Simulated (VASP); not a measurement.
A run of VASP 6.6.1:

The input INCAR:

```
  PREC = Accurate
  ENCUT = 520
  EDIFF = 1E-6
  ISMEAR = 0
  SIGMA = 0.01
  LREAL = False
  LASPH = True
  NELM = 60
  ALGO = Normal
  ISIF = 2
  LWAVE = False
  LCHARG = True
  GGA = PS
  LELF = True
  LVHAR = True
  NBANDS = 15
```

The input KPOINTS:

```
regular mesh
0
Gamma
  8 8 8
```

File POSCAR:

```
SrO
1.0
    2.5358294443      2.5358294443      0.0000000000
   -2.5358294443      2.5358294443      0.0000000000
    0.0000000000      2.5358294443      2.5745646729
Sr O
1 1
Direct
    0.5000000000      0.5000000000      0.0000000000
    0.0000000000      0.0000000000      0.0000000000
```

Potentials or basis: VASP PAW PBE potentials, release 64 (Sr_sv, O).

Command:

```sh
$ cat potpaw_PBE.64/Sr_sv/POTCAR potpaw_PBE.64/O/POTCAR > POTCAR
$ mpirun -np 1 vasp_std > vasp.out
```

Hardware: 1 thread of AMD EPYC 9R45 96-Core Processor (Zen 5), on a shared host.

How long does it take, and how much memory?

Run time: 16 s on 1 thread of AMD EPYC 9R45 96-Core Processor (Zen 5), with other jobs on the host, peak memory 0.14 GiB. Counts: scf iterations 13, k points 59.
